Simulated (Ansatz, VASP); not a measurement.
Two plane-wave programs on KNbAl4

```xyz
6
Lattice="0.0000 3.8652 3.8652 3.8652 0.0000 3.8652 3.8652 3.8652 0.0000" Properties=species:S:1:pos:R:3 pbc="T T T"
K     5.7979    5.7979    5.7979
Al    2.8936    2.8936    2.8936
Al    2.8936    4.8369    4.8369
Al    4.8369    4.8369    2.8936
Al    4.8369    2.8936    4.8369
Nb    0.0000    0.0000    0.0000
```

Change from the starting cell: species swapped into the YbCdCu4 type (F-43m, No. 216).

Alike in both runs: functional PBE; k mesh 8 × 8 × 8; occupations gaussian, width 0.1 eV; collinear spin.

Ansatz relaxed the structure, and its values are those at the end. VASP's run is a single point on that final structure, the one shown.

|  | VASP | Ansatz |
| --- | --- | --- |
| version | VASP 6.6.1 | Ansatz 0.2.0 |
| potentials or method | VASP PAW PBE potentials, release 64 (K_sv, Al, Nb_sv), cutoff 520 eV | scalar-relativistic, plane waves, PAW |
| valence electrons in the cell | 34 | 34 |

Ansatz gave:

| Item | Value |
| --- | --- |
| gap on the k mesh at the Fermi level (eV) | none |
| pressure (GPa) | 0.0 |
| net moment per atom (μB) | 0.26 |
| size of the moment on the site where the two differ most (μB) | 1.12 |

What did VASP give for the same quantities?

gap on the k mesh at the Fermi level (eV): none; pressure (GPa): 0.0; net moment per atom (μB): 0.26; size of the moment on the site where the two differ most (μB): 0.98.

Site moments also hang on the region over which each program counts them. A gap of «none» marks a metal or a gap that the smearing closes.
